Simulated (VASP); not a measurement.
Set up this calculation in VASP 6.6.1, as the native input.

```yaml
Task: single point
Functional: LDA
Potentials_or_basis: VASP PAW LDA potentials, release 64 (C)
Cutoff: 520 eV
k_mesh: 12 × 12 × 12
Occupations: methfessel-paxton, width 0.4 eV
Spin: no spin polarisation
Dipole_correction: no
Further_INCAR_settings: ALGO = Normal; EDIFF = 1e-06; NBANDS = 11
```

The structure of C lies in POSCAR:

```
C
1.0
    0.0000000000      1.7834000000      1.7834000000
    1.7834000000      0.0000000000      1.7834000000
    1.7834000000      1.7834000000      0.0000000000
C
2
Direct
    0.5630817540      0.4369182460      0.4369182460
    0.7500000000      0.7500000000      0.7500000000
```

This cell differs from its parent crystal: atom 1 (C) moved by (-0.225, +0.000) A along x and y.

The input as run:

INCAR

```
PREC = Accurate
ENCUT = 520
EDIFF = 1E-6
ISMEAR = 1
SIGMA = 0.4
LREAL = F
LASPH = T
NELM = 100
ALGO = Normal
ISIF = 2
LWAVE = F
LCHARG = T
GGA = CA
LELF = T
LVHAR = T
NBANDS = 11
```

KPOINTS

```
regular mesh
0
Gamma
  12 12 12
```

Potentials or basis: VASP PAW LDA potentials, release 64 (C).

Command:

```bash
$ cat potpaw_LDA.64/C/POTCAR > POTCAR
$ mpirun -np 1 vasp_std > vasp.out
```

Results of the run:

```yaml
Pressure: 5.3 GPa
Largest_force: 7.255 eV/Å
Band_gap_on_the_k_mesh: 0.44 eV, indirect (least direct gap 0.57 eV)
```

Caveat: the cell differs from its parent crystal (atom 1 (C) moved by (-0.225, +0.000) A along x and y); forces of over 1 eV/Å act on the atoms, so gaps and moduli don't describe the material at rest.

Wall time 11 s on 1 thread of Intel(R) Xeon(R) 6975P-C (Granite Rapids), with other jobs on the host, peak memory 0.13 GiB.
